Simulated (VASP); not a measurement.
Wanted: the native input for a VASP 6.6.1 run.

```yaml
Task: single point
Functional: LDA
Potentials_or_basis: VASP PAW LDA potentials, release 64 (Sb)
Cutoff: 520 eV
k_mesh: 8 × 8 × 11
Occupations: fermi-dirac, width 0.1 eV
Spin: no spin polarisation
Dipole_correction: no
Further_INCAR_settings: ALGO = Normal; EDIFF = 1e-06; NBANDS = 14
```

The structure of Sb lies in POSCAR:

```
Sb
1.0
    5.4527712630      0.0000000000      0.0000000000
   -2.7263856315      4.7222384348      0.0000000000
    0.0000000000      0.0000000000      3.2529045755
Sb
3
Direct
    1.0000000000      0.0000000000      1.0000000000
    0.3333333333      0.6666666667      0.5000000000
    0.6666666667      0.3333333333      0.5000000000
```

This cell differs from its parent crystal: volume scaled by 1.08.

The input as run:

INCAR

```
SYSTEM = Sb
PREC = Accurate
ENCUT = 520
EDIFF = 1E-6
ISMEAR = -1
SIGMA = 0.1
LREAL = .FALSE.
LASPH = .TRUE.
NELM = 80
ALGO = Normal
ISIF = 2
LWAVE = .FALSE.
LCHARG = .FALSE.
NBANDS = 14
```

KPOINTS

```
Automatic mesh
0
G
  8 8 11
  0 0 0
```

Potentials or basis: VASP PAW LDA potentials, release 64 (Sb).

Run with:

```console
$ cat potpaw_LDA.64/Sb/POTCAR > POTCAR
$ mpirun -np 1 vasp_std > vasp.out
```

It gave:

```json
{
 "Pressure": "-4.6 GPa"
}
```

It took 86 s on 1 thread of AMD EPYC 7R13, with other jobs on the host, peak memory 0.17 GiB.
